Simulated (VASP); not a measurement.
# AlFe3B in VASP: a series of runs

AlFe3B is run at these levels: PBEsol; tasks: single point.

Everything below comes from runs of VASP 6.6.1. Logs are shortened: lines on timing, memory, paths and dates and some standing lists are left out, and cuts for length are marked.

## 1. The cell of the first run

Symmetry: Pm-3m, No. 221, cubic system. The conventional cell has a = 3.822 Å, b = 3.822 Å, c = 3.822 Å, α = 90.00°, β = 90.00°, γ = 90.00°. Fe (site symmetry 4/mmm) has 2 B at 1.91 Å within 2.5 Å. Al (site symmetry m-3m) has 12 Fe at 2.70 Å and 8 B at 3.31 Å within 3.6 Å. Within 2.5 Å of B (site symmetry m-3m) lie 6 Fe at 1.91 Å.

## 2. Single point, PBEsol, collinear spin, ferromagnetic start

Input file INCAR:

```
SYSTEM = AlFe3B
  PREC = Accurate
  ENCUT = 520
  EDIFF = 1E-6
  ISMEAR = -1
  SIGMA = 0.05
  LREAL = .False.
  LASPH = .True.
  NELM = 150
  ALGO = Normal
  ISIF = 2
  LWAVE = .False.
  LCHARG = .False.
  ISPIN = 2
  MAGMOM = 3 3 3 0 0
  LORBIT = 11
  LMAXMIX = 4
  GGA = PS
  NBANDS = 27
```

Input file KPOINTS:

```
Automatic mesh
0
Gamma
  6 6 6
  0 0 0
```

Input file POSCAR:

```
AlFe3B
1.0
    3.8223220000      0.0000000000      0.0000000000
    0.0000000000      3.8223220000      0.0000000000
    0.0000000000      0.0000000000      3.8223220000
Fe Al B
3 1 1
Direct
    0.0000000000      0.0000000000      0.5000000000
    0.0000000000      0.5000000000      0.0000000000
    0.5000000000      0.0000000000      0.0000000000
    0.5000000000      0.5000000000      0.5000000000
    0.0000000000      0.0000000000      0.0000000000
```

Potentials or basis: VASP PAW PBE potentials, release 64 (Fe, Al, B).

Started as:

```console
> cat potpaw_PBE.64/Fe/POTCAR potpaw_PBE.64/Al/POTCAR potpaw_PBE.64/B/POTCAR > POTCAR
> mpirun -np 1 vasp_std > vasp.out
```

OUTCAR:

```text
SYSTEM = AlFe3B
   PREC = Accurate
   ENCUT = 520
   EDIFF = 1E-6
   ISMEAR = -1
   LREAL = .False.
   LASPH = .True.
   NELM = 150
   ISIF = 2
   ISPIN = 2
   LORBIT = 11
   GGA = PS

 ion  position               nearest neighbor table
   1  0.000  0.000  0.500-   5 1.91   5 1.91   4 2.70   2 2.70   2 2.70   3 2.70   3 2.70   2 2.70
                             4 2.70   2 2.70   3 2.70   4 2.70   3 2.70   4 2.70
   2  0.000  0.500  0.000-   5 1.91   5 1.91   4 2.70   1 2.70   1 2.70   4 2.70   1 2.70   3 2.70
                             3 2.70   1 2.70   3 2.70   4 2.70   4 2.70   3 2.70
   3  0.500  0.000  0.000-   5 1.91   5 1.91   4 2.70   1 2.70   1 2.70   4 2.70   2 2.70   4 2.70
                             4 2.70   1 2.70   2 2.70   2 2.70   1 2.70   2 2.70
   4  0.500  0.500  0.500-   1 2.70   2 2.70   3 2.70   2 2.70   3 2.70   1 2.70   3 2.70   3 2.70
                             1 2.70   2 2.70   2 2.70   1 2.70
   5  0.000  0.000  0.000-   1 1.91   2 1.91   3 1.91   1 1.91   2 1.91   3 1.91

  LATTYP: Found a simple cubic cell.
 ALAT       =     3.8223220000

  Lattice vectors:

 A1 = (   3.8223220000,   0.0000000000,   0.0000000000)
 A2 = (   0.0000000000,   3.8223220000,   0.0000000000)
 A3 = (   0.0000000000,   0.0000000000,   3.8223220000)

Analysis of symmetry for initial positions (statically):
=====================================================================
 Subroutine PRICEL returns:
 Original cell was already a primitive cell.

 Routine SETGRP: Setting up the symmetry group for a
 simple cubic supercell.

 Subroutine GETGRP returns: Found 48 space group operations
 (whereof 48 operations were pure point group operations)
 out of a pool of 48 trial point group operations.

The static configuration has the point symmetry O_h .

Analysis of symmetry for dynamics (positions and initial velocities):
=====================================================================
 Subroutine PRICEL returns:
 Original cell was already a primitive cell.

 Routine SETGRP: Setting up the symmetry group for a
 simple cubic supercell.

 Subroutine GETGRP returns: Found 48 space group operations
 (whereof 48 operations were pure point group operations)
 out of a pool of 48 trial point group operations.

The dynamic configuration has the point symmetry O_h .

Analysis of structural, dynamic, and magnetic symmetry:
=====================================================================
 Subroutine PRICEL returns:
 Original cell was already a primitive cell.

 Routine SETGRP: Setting up the symmetry group for a
 simple cubic supercell.

 Subroutine GETGRP returns: Found 48 space group operations
 (whereof 48 operations were pure point group operations)
[... 136 lines left out ...]
  volume of cell :       55.84
 maximum number of plane-waves:      1518
   NGX = 15   NGY = 15   NGZ = 15

 number of electron      29.9999948 magnetization       4.1114438

 Free energy of the ion-electron system (eV)
  ---------------------------------------------------
  ext. energy  EPLUGINS =         0.00000000
  ---------------------------------------------------
  free energy    TOTEN  =       -38.69947439 eV

  energy without entropy =      -38.66613931  energy(sigma->0) =      -38.68280685

 E-fermi :   6.4599     XC(G=0): -12.3708

 val. band max:        6.4510087531   @ k =   0.1667   0.1667   0.0000
 cond. band min:       6.4815896141   @ k =   0.5000   0.5000   0.0000
 fundamental gap:      0.0305808610
 Fermi energy:         6.4598789926

 spin component 1

 k-point     1 :       0.0000    0.0000    0.0000
  band No.  band energies     occupation
      1      -4.3116      1.00000
      2      -0.2192      1.00000
      3       2.9465      1.00000
      4       2.9465      1.00000
      5       2.9465      1.00000
      6       3.1352      1.00000
[... 589 lines left out ...]
     26      18.7578      0.00000
     27      22.2087      0.00000
 Fermi energy:         6.4598789926

 spin component 2

 k-point     1 :       0.0000    0.0000    0.0000
  band No.  band energies     occupation
      1      -4.3011      1.00000
      2       0.0240      1.00000
      3       4.0275      1.00000
      4       4.0276      1.00000
      5       4.0999      1.00000
      6       4.0999      1.00000
[... 589 lines left out ...]
     26      18.9187      0.00000
     27      22.2305      0.00000

------------------------ aborting loop because EDIFF is reached ----------------------------------------

  FORCE on cell =-STRESS in cart. coord.  units (eV):
  Direction    XX          YY          ZZ          XY          YZ          ZX
  --------------------------------------------------------------------------------------
  -------------------------------------------------------------------------------------
  Total       -2.5004497     -2.5004497     -2.5004497      0.0000000      0.0000000     -0.0000000
  in kB      -71.7376096    -71.7376096    -71.7376096      0.0000000      0.0000000     -0.0000000
  external PRESSURE =     -71.7376096 kB  Pullay stress =       0.0000000 kB

 VOLUME and BASIS-vectors are now :
 -----------------------------------------------------------------------------
  energy-cutoff  :      520.00
  volume of cell :       55.84
      direct lattice vectors                 reciprocal lattice vectors
     3.822322000  0.000000000  0.000000000     0.261621077  0.000000000  0.000000000
     0.000000000  3.822322000  0.000000000     0.000000000  0.261621077  0.000000000
     0.000000000  0.000000000  3.822322000     0.000000000  0.000000000  0.261621077

 POSITION                                       TOTAL-FORCE (eV/Angst)
 -----------------------------------------------------------------------------------
      0.00000      0.00000      1.91116         0.000000      0.000000      0.000000
      0.00000      1.91116      0.00000         0.000000      0.000000      0.000000
      1.91116      0.00000      0.00000         0.000000      0.000000      0.000000
      1.91116      1.91116      1.91116         0.000000      0.000000      0.000000
      0.00000      0.00000      0.00000         0.000000      0.000000      0.000000
 -----------------------------------------------------------------------------------
    total drift:                                0.000000      0.000000     -0.000000

  FREE ENERGIE OF THE ION-ELECTRON SYSTEM (eV)
  ---------------------------------------------------
  free  energy   TOTEN  =       -38.6994743916 eV

  energy  without entropy=      -38.6661393116  energy(sigma->0) =      -38.68280685

 total charge

# of ion       s       p       d       tot
------------------------------------------
    1        0.449   0.606   6.408   7.463
    2        0.449   0.606   6.408   7.463
    3        0.449   0.606   6.408   7.463
    4        0.385   0.349   0.000   0.735
    5        0.807   1.308   0.000   2.114
--------------------------------------------------
tot          2.538   3.476  19.224  25.239

 magnetization (x)

# of ion       s       p       d       tot
------------------------------------------
    1       -0.005  -0.022   1.495   1.468
    2       -0.005  -0.022   1.495   1.468
    3       -0.005  -0.022   1.495   1.468
    4       -0.017  -0.045   0.000  -0.062
    5       -0.019  -0.108   0.000  -0.127
--------------------------------------------------
tot         -0.052  -0.219   4.486   4.215
```

Wall time 33 s (1 thread of Intel Xeon Platinum 8488C (Sapphire Rapids), shared host); peak memory 0.2 GiB.

What came out:

```yaml
Free_energy: -38.6995 eV
Pressure: -7.2 GPa
Net_moment: 4.11 μB per cell
Site_moments: Fe +1.47; Al -0.06; B -0.13 μB
Valence_electrons_inside_the_program's_atomic_spheres: Fe 7.46; Al 0.73; B 2.11
```

Caveat: the cell stands under tension; the PAW data sets were made with another functional, which shifts forces and pressure a little.

## 3. Single point, PBEsol, collinear spin, ferromagnetic start

This run uses another cell than the first one, of 10.29 Å³/atom.

Input file INCAR:

```
SYSTEM = AlFe3B
ALGO     = Fast           ! electronic algorithm
EDIFF    = 1E-7           ! SCF threshold, eV
ENCUT    = 520            ! plane-wave cutoff, eV
GGA      = PS             ! functional
ISIF     = 2              ! what is computed and relaxed
ISMEAR   = -1             ! smearing method
ISPIN    = 2              ! spin polarisation
LASPH    = .True.         ! aspherical terms in the spheres
LCHARG   = .False.        ! write CHGCAR
LMAXMIX  = 4              ! l up to which the mixer works
LORBIT   = 11             ! projections on sites
LREAL    = .False.        ! projectors in reciprocal space
LWAVE    = .False.        ! write WAVECAR
MAGMOM   = 3 3 3 0 0      ! initial moments
NBANDS   = 27             ! bands
NELM     = 150            ! most SCF steps
PREC     = Accurate       ! precision mode
SIGMA    = 0.05           ! smearing width, eV
```

Input file KPOINTS:

```
k-points
0
Gamma
  6 6 6
  0 0 0
```

POSCAR: that of step 2 with these lines changed.

```diff
@@ -2,4 +2,4 @@
 1.0
-    3.8223220000      0.0000000000      0.0000000000
-    0.0000000000      3.8223220000      0.0000000000
+    3.6694291200      0.0000000000      0.0000000000
+    0.0000000000      3.6694291200      0.0000000000
     0.0000000000      0.0000000000      3.8223220000
```

Potentials or basis: VASP PAW PBE potentials, release 64 (Fe, Al, B).

Started as:

```console
> cat potpaw_PBE.64/Fe/POTCAR potpaw_PBE.64/Al/POTCAR potpaw_PBE.64/B/POTCAR > POTCAR
> mpirun -np 1 vasp_std > vasp.out
```

Run time: 80 s. Hardware: 1 thread of Intel Xeon Platinum 8488C (Sapphire Rapids), shared host; peak memory 0.23 GiB.

Results (log left out):

```
Free energy                                           : -38.5999 eV
Pressure                                              : 10.6 GPa
Net moment                                            : 3.88 μB per cell
Site moments                                          : Fe +1.38, +1.35 (each value once); Al -0.06; B -0.11 μB
Valence electrons inside the program's atomic spheres : Fe 7.59, 7.71 (each value once); Al 0.77; B 2.23
```

Stress tensor (GPa, compression positive):
```
16.10  0.00  0.00
 0.00 16.10  0.00
 0.00  0.00 -0.42
```

Levels at points of the mesh, in eV from the Fermi level:
Spin up:
```
           k point  band 14  band 15  band 16  band 17  band 18  band 19  band 20  band 21
(0.00, 0.00, 0.00)    -0.99    -0.90    -0.06    -0.02    -0.02     0.15     4.98     5.20
(0.50, 0.00, 0.00)    -1.34    -1.01    -0.76    -0.02     2.17     2.52     4.52     4.72
(0.50, 0.50, 0.00)    -1.11    -1.06    -1.01    -0.59     0.76     0.76     4.34     7.08
(0.00, 0.00, 0.50)    -1.32    -1.03    -0.73     0.15     2.08     2.08     4.73     4.92
(0.50, 0.00, 0.50)    -1.22    -1.10    -1.03    -0.73     0.59     0.59     4.29     7.47
(0.50, 0.50, 0.50)    -1.80    -1.25    -1.14    -0.20    -0.08    -0.08     2.83     2.85
```
Spin down:
```tsv
k point	band 9	band 10	band 11	band 12	band 13	band 14	band 15	band 16	band 17	band 18
(0.00, 0.00, 0.00)	-1.59	-1.59	0.03	0.09	0.18	0.18	0.21	1.37	1.44	1.44
(0.50, 0.00, 0.00)	-2.26	-1.52	-0.44	-0.32	-0.01	0.10	0.19	0.54	1.45	2.96
(0.50, 0.50, 0.00)	-1.20	-1.20	-0.80	-0.80	-0.25	0.07	0.36	0.74	0.80	1.98
(0.00, 0.00, 0.50)	-2.30	-1.53	-0.78	-0.35	0.05	0.21	0.21	0.56	1.52	2.82
(0.50, 0.00, 0.50)	-1.27	-1.18	-0.96	-0.62	-0.49	-0.03	0.30	0.70	0.74	1.89
(0.50, 0.50, 0.50)	-1.25	-1.25	-0.91	-0.91	-0.84	-0.71	0.48	0.69	1.25	1.33
```

Caveat: the cell stands under pressure; the PAW data sets were made with another functional, which shifts forces and pressure a little.

(Part 1 of 2 ends here.)
